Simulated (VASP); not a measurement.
RuWO4, 18 atoms in the cell. The typed cell holds 18 atoms: a = 5.614 Å, b = 5.613 Å, c = 7.364 Å, α = 68.80°, β = 68.80°, γ = 75.62°. 

- Program: VASP 6.6.1
- Task: single point
- Functional: PBE
- Potentials or basis: VASP PAW PBE potentials, release 64 (O, Ru_pv, W_sv)
- Cutoff: 520 eV
- k mesh: 4 × 4 × 3
- Occupations: gaussian, width 0.1 eV
- Spin: no spin polarisation
- Dipole correction: no
- Further INCAR settings: LREAL = Auto; ALGO = Normal; EDIFF = 1e-06; NBANDS = 93; ISYM = 0

Potentials or basis: VASP PAW PBE potentials, release 64 (O, Ru_pv, W_sv).

Command:

```console
$ cat potpaw_PBE.64/O/POTCAR potpaw_PBE.64/Ru_pv/POTCAR potpaw_PBE.64/W_sv/POTCAR > POTCAR
$ mpirun -np 1 vasp_std > vasp.out
```

Hardware: 1 thread of Intel(R) Xeon(R) 6975P-C (Granite Rapids), with other jobs on the host.

**Question.** How long does it take, and how much memory?

**Answer.** Wall time 7.9 min on 1 thread of Intel(R) Xeon(R) 6975P-C (Granite Rapids) (shared host), peak memory 0.48 GiB. Counts: scf iterations 18, k points 26.
